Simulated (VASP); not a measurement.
# Be2SbP3 (P4/mmm) in VASP: further runs

The runs below take Be2SbP3 through single point, with PBE.

All numbers are computed with VASP 6.6.1; they aren't measurements. Logs are shortened: lines on timing, memory, paths and dates and some standing lists are left out, and cuts for length are marked.

## (1) The cell of the first run

It takes space group P4/mmm (No. 123, tetragonal). The conventional cell has a = 4.140 Å, b = 4.140 Å, c = 3.909 Å, α = 90.00°, β = 90.00°, γ = 90.00°. Be (site symmetry mmm) has 4 P at 1.95 to 2.07 Å within 2.6 Å. Sb (site symmetry 4/mmm) has 6 P at 1.95 to 2.07 Å within 2.6 Å. Within 2.6 Å of P (site symmetry mmm) lie 2 Be at 1.95 Å and 2 Sb at 2.07 Å. Within 2.6 Å of P (site symmetry 4/mmm) lie 2 Sb at 1.95 Å and 4 Be at 2.07 Å.

The cell was generated, and may not be a known phase.

## (2) Single point, PBE

The input, INCAR:

```
PREC = Accurate ; ENCUT = 520
EDIFF = 1E-7 ; ISMEAR = 0
SIGMA = 0.1 ; LREAL = False
LASPH = True ; NELM = 80
ALGO = Fast ; ISIF = 2
LWAVE = False ; LCHARG = False
GGA = PE ; NBANDS = 21
```

The input, KPOINTS:

```
Automatic mesh
0
Gamma
  4 4 4
```

The input, POSCAR:

```
Be2SbP3
1.0
    4.1404946300      0.0000000000      0.0000000000
    0.0000000000      4.1404946300      0.0000000000
    0.0000000000      0.0000000000      3.9088693400
Be Sb P
2 1 3
Direct
    0.0000000000      0.5000000000      0.0000000000
    0.5000000000      0.0000000000      0.0000000000
    0.5000000000      0.5000000000      0.5000000000
    0.0000000000      0.5000000000      0.5000000000
    0.5000000000      0.0000000000      0.5000000000
    0.5000000000      0.5000000000      0.0000000000
```

Potentials or basis: VASP PAW PBE potentials, release 64 (Be, Sb, P).

Command:

```console
> cat potpaw_PBE.64/Be/POTCAR potpaw_PBE.64/Sb/POTCAR potpaw_PBE.64/P/POTCAR > POTCAR
> mpirun -np 1 vasp_std > vasp.out
```

OUTCAR:

```text
PREC = Accurate
   ENCUT = 520
   EDIFF = 1E-7
   ISMEAR = 0
   LREAL = False
   LASPH = True
   NELM = 80
   ISIF = 2
   GGA = PE

 ion  position               nearest neighbor table
   1  0.000  0.500  0.000-   4 1.95   4 1.95   6 2.07   6 2.07   3 2.85   3 2.85   3 2.85   3 2.85

   2  0.500  0.000  0.000-   5 1.95   5 1.95   6 2.07   6 2.07   3 2.85   3 2.85   3 2.85   3 2.85

   3  0.500  0.500  0.500-   6 1.95   6 1.95   4 2.07   5 2.07   5 2.07   4 2.07   2 2.85   2 2.85
                             2 2.85   1 2.85   2 2.85   1 2.85   1 2.85   1 2.85
   4  0.000  0.500  0.500-   1 1.95   1 1.95   3 2.07   3 2.07   6 2.85   6 2.85   6 2.85   6 2.85
                             5 2.93   5 2.93   5 2.93   5 2.93
   5  0.500  0.000  0.500-   2 1.95   2 1.95   3 2.07   3 2.07   6 2.85   6 2.85   6 2.85   6 2.85
                             4 2.93   4 2.93   4 2.93   4 2.93
   6  0.500  0.500  0.000-   3 1.95   3 1.95   1 2.07   2 2.07   2 2.07   1 2.07   4 2.85   5 2.85
                             5 2.85   5 2.85   5 2.85   4 2.85   4 2.85   4 2.85

  LATTYP: Found a simple tetragonal cell.
 ALAT       =     4.1404946300
 C/A-ratio  =     0.9440585460

  Lattice vectors:

 A1 = (   4.1404946300,   0.0000000000,   0.0000000000)
 A2 = (   0.0000000000,   4.1404946300,   0.0000000000)
 A3 = (   0.0000000000,   0.0000000000,   3.9088693400)

Analysis of symmetry for initial positions (statically):
=====================================================================
 Subroutine PRICEL returns:
 Original cell was already a primitive cell.

 Routine SETGRP: Setting up the symmetry group for a
 simple tetragonal supercell.

 Subroutine GETGRP returns: Found 16 space group operations
 (whereof 16 operations were pure point group operations)
 out of a pool of 16 trial point group operations.

The static configuration has the point symmetry D_4h.

Analysis of symmetry for dynamics (positions and initial velocities):
=====================================================================
 Subroutine PRICEL returns:
 Original cell was already a primitive cell.

 Routine SETGRP: Setting up the symmetry group for a
 simple tetragonal supercell.

 Subroutine GETGRP returns: Found 16 space group operations
 (whereof 16 operations were pure point group operations)
 out of a pool of 16 trial point group operations.

The dynamic configuration has the point symmetry D_4h.

 Subroutine INISYM returns: Found 16 space group operations
 (whereof 16 operations are pure point group operations),
 and found     1 'primitive' translations

----------------------------------------------------------------------------------------

                                     Primitive cell

  volume of cell :      67.0125

  direct lattice vectors                    reciprocal lattice vectors
     4.140494630  0.000000000  0.000000000     0.241517038  0.000000000  0.000000000
     0.000000000  4.140494630  0.000000000     0.000000000  0.241517038  0.000000000
     0.000000000  0.000000000  3.908869340     0.000000000  0.000000000  0.255828454

  length of vectors
     4.140494630  4.140494630  3.908869340     0.241517038  0.241517038  0.255828454

  position of ions in fractional coordinates (direct lattice)
     0.000000000  0.500000000  0.000000000
     0.500000000  0.000000000  0.000000000
     0.500000000  0.500000000  0.500000000
     0.000000000  0.500000000  0.500000000
     0.500000000  0.000000000  0.500000000
     0.500000000  0.500000000  0.000000000

  ion indices of the primitive-cell ions
   primitive index   ion index
                 1           1
                 2           2
                 3           3
                 4           4
                 5           5
                 6           6

----------------------------------------------------------------------------------------

 KPOINTS: Automatic mesh

Automatic generation of k-mesh.
 Grid dimensions read from file:
 generate k-points for:    4    4    4

 Generating k-lattice:

  Cartesian coordinates                     Fractional coordinates (reciprocal lattice)
     0.060379260  0.000000000  0.000000000     0.250000000  0.000000000  0.000000000
     0.000000000  0.060379260  0.000000000     0.000000000  0.250000000  0.000000000
     0.000000000  0.000000000  0.063957113     0.000000000  0.000000000  0.250000000

  Length of vectors
     0.060379260  0.060379260  0.063957113

  Shift w.r.t. Gamma in fractional coordinates (k-lattice)
     0.000000000  0.000000000  0.000000000

 Subroutine IBZKPT returns following result:
 ===========================================

 Found     18 irreducible k-points:

 Following reciprocal coordinates:
            Coordinates               Weight
  0.000000  0.000000  0.000000      1.000000
  0.250000  0.000000  0.000000      4.000000
  0.500000  0.000000  0.000000      2.000000
  0.250000  0.250000  0.000000      4.000000
  0.500000  0.250000  0.000000      4.000000
  0.500000  0.500000  0.000000      1.000000
[... 10 lines left out ...]
  0.500000  0.250000  0.500000      4.000000
  0.500000  0.500000  0.500000      1.000000
   k-points           NKPTS =     18   k-points in BZ     NKDIM =     18   number of bands    NBANDS=     21
   number of dos      NEDOS =    301   number of ions     NIONS =      6
   total plane-waves  NPLWV =  30720
   dimension x,y,z NGX =    32 NGY =   32 NGZ =   30
   dimension x,y,z NGXF=    64 NGYF=   64 NGZF=   60
   ions per type =               2   1   3
   NGX,Y,Z   is equivalent  to a cutoff of  12.85, 12.85, 12.76 a.u.
   NGXF,Y,Z  is equivalent  to a cutoff of  25.70, 25.70, 25.52 a.u.
 SYSTEM =  unknown system
   PREC   = accura    normal or accurate (medium, high low for compatibility)
   ISTART =      0    job   : 0-new  1-cont  2-samecut
   ICHARG =      2    charge: 1-file 2-atom 10-const
   ISPIN  =      1    spin polarized calculation?
   LNONCOLLINEAR =      F non collinear calculations
   LSORBIT =      F    spin-orbit coupling
   LASPH  =      T    aspherical Exc in radial PAW
   ENCUT  =  520.0 eV  38.22 Ry    6.18 a.u.   7.70  7.70  7.27*2*pi/ulx,y,z
   NELM   =     80;   NELMIN=  2; NELMDL= -5     # of ELM steps
   EDIFF  = 0.1E-06   stopping-criterion for ELM
   LREAL  =      F    real-space projection
   EDIFFG = 0.1E-05   stopping-criterion for IOM
   NSW    =      0    number of steps for IOM
   IBRION =     -1    ionic relax: 0-MD 1-quasi-New 2-CG
   NFREE  =      0    steps in history (QN), initial steepest desc. (CG)
   ISIF   =      2    stress and relaxation
   ISYM   =      2    0-nonsym 1-usesym 2-fastsym
   POTIM  = 0.5000    time-step for ionic-motion
   TEBEG  =    0.0;   TEEND  =   0.0 temperature during run
   PSTRESS=    0.0 pullay stress
   NELECT =      24.0000    total number of electrons
   NUPDOWN=      -1.0000    fix difference up-down
   EMIN   =  10.00;   EMAX   =-10.00  energy-range for DOS
   EFERMI =   0.00;   METHOD = LEGACY
   ISMEAR =     0;   SIGMA  =   0.10  broadening in eV -4-tet -1-fermi 0-gaus
   EFERMI_NEDOS =   21; number of points for ismear=-14 and -15
   IALGO  =     68    algorithm
   IMIX   =      4    mixing-type and parameters
     AMIX     =   0.40;   BMIX     =  1.00
     AMIX_MAG =   1.60;   BMIX_MAG =  1.00
  volume/ion in A,a.u.               =      11.17        75.37
  Fermi-wavevector in a.u.,A,eV,Ry     =   1.162590  2.196977 18.389856  1.351616
  Thomas-Fermi vector in A             =   2.299150
   LORBIT       =      0    0 simple, 1 ext, 2 COOP (PROOUT), +10 PAW based schemes
   GGA     = PE    functional components
   LHFCALC =     F    Hartree Fock is set to
   AEXX    =    0.0000 exact exchange contribution
   IVDW    =     0    specifies the selected vdW correction
   LEPSILON=     F    determine dielectric tensor
   LRPA    =     F    only Hartree local field effects (RPA)
 non-spin polarized calculation
 RMM-DIIS sequential band-by-band and
 Gauss-broadening in eV      SIGMA  =   0.10
  energy-cutoff  :      520.00
  volume of cell :       67.01
 maximum number of plane-waves:      1824
 NGX is ok and might be reduce to    32
   NGX = 15   NGY = 15   NGZ = 15

 number of electron      24.0000006 magnetization

 Free energy of the ion-electron system (eV)
  ---------------------------------------------------
  ext. energy  EPLUGINS =         0.00000000
  ---------------------------------------------------
  free energy    TOTEN  =        -5.81448424 eV

  energy without entropy =       -5.80739001  energy(sigma->0) =       -5.81093713

 E-fermi :  11.7562     XC(G=0): -11.5384

 val. band max:       11.6885544818   @ k =   0.5000   0.2500   0.2500
 cond. band min:      12.0362277172   @ k =   0.2500   0.2500   0.2500
 fundamental gap:      0.3476732353
 Fermi energy:        11.7561538806

 k-point     1 :       0.0000    0.0000    0.0000
  band No.  band energies     occupation
      1      -7.7449      2.00000
      2       1.2466      2.00000
      3       1.3762      2.00000
      4       1.3762      2.00000
      5       1.7301      2.00000
      6       2.5531      2.00000
[... 13 lines left out ...]
     20      19.3086      0.00000
     21      19.3086      0.00000

 k-point     2 :       0.2500    0.0000    0.0000
  band No.  band energies     occupation
      1      -7.4369      2.00000
      2      -1.4362      2.00000
      3       1.5323      2.00000
      4       1.5708      2.00000
      5       2.3345      2.00000
      6       4.6367      2.00000
[... 13 lines left out ...]
     20      18.5522      0.00000
     21      19.8746      0.00000

 k-point     3 :       0.5000    0.0000    0.0000
  band No.  band energies     occupation
      1      -7.0265      2.00000
      2      -2.8380      2.00000
      3       1.7924      2.00000
      4       1.8899      2.00000
      5       2.4231      2.00000
      6       5.6331      2.00000
[... 13 lines left out ...]
     20      19.2549      0.00000
     21      20.2509      0.00000
[... 313 lines left out ...]
 k-point    17 :       0.5000    0.2500    0.5000
  band No.  band energies     occupation
      1      -5.1491      2.00000
      2      -3.2994      2.00000
      3      -2.2061      2.00000
      4      -0.1743      2.00000
      5       3.2289      2.00000
      6       4.3132      2.00000
[... 13 lines left out ...]
     20      18.5512      0.00000
     21      19.8106      0.00000

 k-point    18 :       0.5000    0.5000    0.5000
  band No.  band energies     occupation
      1      -4.3533      2.00000
      2      -3.1691      2.00000
      3      -2.0727      2.00000
      4      -2.0727      2.00000
      5       3.4547      2.00000
      6       3.4547      2.00000
[... 13 lines left out ...]
     20      17.5927      0.00000
     21      18.8240      0.00000

------------------------ aborting loop because EDIFF is reached ----------------------------------------

  FORCE on cell =-STRESS in cart. coord.  units (eV):
  Direction    XX          YY          ZZ          XY          YZ          ZX
  --------------------------------------------------------------------------------------
  -------------------------------------------------------------------------------------
  Total       56.4076138     56.4076138     93.2931470      0.0000000      0.0000000      0.0000000
  in kB     1348.6296559   1348.6296559   2230.5128019      0.0000000      0.0000000      0.0000000
  external PRESSURE =    1642.5907046 kB  Pullay stress =       0.0000000 kB

 VOLUME and BASIS-vectors are now :
 -----------------------------------------------------------------------------
  energy-cutoff  :      520.00
  volume of cell :       67.01
      direct lattice vectors                 reciprocal lattice vectors
     4.140494630  0.000000000  0.000000000     0.241517038  0.000000000  0.000000000
     0.000000000  4.140494630  0.000000000     0.000000000  0.241517038  0.000000000
     0.000000000  0.000000000  3.908869340     0.000000000  0.000000000  0.255828454

 POSITION                                       TOTAL-FORCE (eV/Angst)
 -----------------------------------------------------------------------------------
      0.00000      2.07025      0.00000         0.000000      0.000000      0.000000
      2.07025      0.00000      0.00000         0.000000      0.000000      0.000000
      2.07025      2.07025      1.95443         0.000000      0.000000      0.000000
      0.00000      2.07025      1.95443         0.000000      0.000000      0.000000
      2.07025      0.00000      1.95443         0.000000      0.000000      0.000000
      2.07025      2.07025      0.00000         0.000000      0.000000      0.000000
 -----------------------------------------------------------------------------------
    total drift:                                0.000000     -0.000000     -0.000000

  FREE ENERGIE OF THE ION-ELECTRON SYSTEM (eV)
  ---------------------------------------------------
  free  energy   TOTEN  =        -5.8144842382 eV

  energy  without entropy=       -5.8073900141  energy(sigma->0) =       -5.81093713
```

Wall time 39 s (1 thread of Oxide Virtual Turin-like, shared host); peak memory 0.14 GiB.

Results:

- Free energy: -5.8145 eV
- Pressure: 164.3 GPa
- Band gap on the k mesh: zero (bands 12 and 13 overlap by 4.05 eV)

Caveat: the k points lie up to 0.40 Å⁻¹ apart, too coarse for converged energies and pressures of a metal; spin-orbit coupling is left out, which moves the levels of the heavy elements.

(Continued in part 2 of 2.)

The gap in the log of VASP goes by the Fermi energy; the results here count the filled bands.